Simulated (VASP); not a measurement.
AgO, 2 atoms in the cell. The structure is tetragonal, space group I-4m2 (No. 119). The conventional cell has a = 3.034 Å, b = 3.034 Å, c = 6.067 Å, α = 90.00°, β = 90.00°, γ = 90.00°. Ag (site symmetry -4m2) has 4 O at 2.15 Å within 2.8 Å. O (site symmetry -4m2) has 4 Ag at 2.15 Å within 2.8 Å.  This cell differs from its parent crystal: ratio of the length along z to the lengths across it x 1.414, volume and fractional coordinates fixed.

| Property | Result |
| --- | --- |
| Program | VASP 6.6.1 |
| Task | single point |
| Functional | PBEsol |
| Potentials or basis | VASP PAW PBE potentials, release 64 (Ag, O) |
| Cutoff | 520 eV |
| k mesh | 18 × 18 × 18 |
| Occupations | gaussian, width 0.15 eV |
| Spin | no spin polarisation |
| Dipole correction | no |
| Further INCAR settings | ALGO = Normal; EDIFF = 1e-06; NBANDS = 16 |

Potentials or basis: VASP PAW PBE potentials, release 64 (Ag, O).

The run is started by

```bash
$ cat potpaw_PBE.64/Ag/POTCAR potpaw_PBE.64/O/POTCAR > POTCAR
$ mpirun -np 1 vasp_std > vasp.out
```

Hardware: 1 thread of Intel Xeon 8259CL, on a shared host.

Question: Estimate the wall time of this run.

Answer: Run time: 4.4 min on 1 thread of Intel Xeon 8259CL, on a shared host, peak memory 0.33 GiB. Counts: scf iterations 13, k points 480.
